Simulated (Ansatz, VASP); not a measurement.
# GaIr2 in VASP and in Ansatz

```
Ga Ir
1.0
     0.00000    2.83464    2.83464
     2.83464    0.00000    2.83464
     2.83464    2.83464    0.00000
Ga Ir
1 2
Cartesian
  2.8346 2.8346 2.8346
  1.4173 1.4173 1.4173
  4.2520 4.2520 4.2520
```

Alike in both runs: task single point; functional PBE; k mesh 6 × 6 × 6; occupations gaussian, width 0.1 eV; no spin polarisation.

```csv
,VASP,Ansatz
version,VASP 6.6.1,Ansatz 0.2.0
potentials or method,"VASP PAW PBE potentials, release 64 (Ga_d, Ir), cutoff 520 eV","scalar-relativistic, plane waves, PAW"
valence electrons in the cell,31,47
```

|  | VASP | Ansatz | Ansatz less VASP |
| --- | --- | --- | --- |
| gap on the k mesh at the Fermi level (eV) | none | none | - |
| pressure (GPa) | 18.0 | 17.3 | -0.70 |

A gap of «none» marks a metal or a gap that the smearing closes. The functional is the same, so the differences come from potentials, cutoffs and numerics. VASP's potentials hold 31 valence electrons a cell and Ansatz's 47, so a difference there can come from the potentials and not from the codes.

Neither program's run includes spin-orbit coupling.
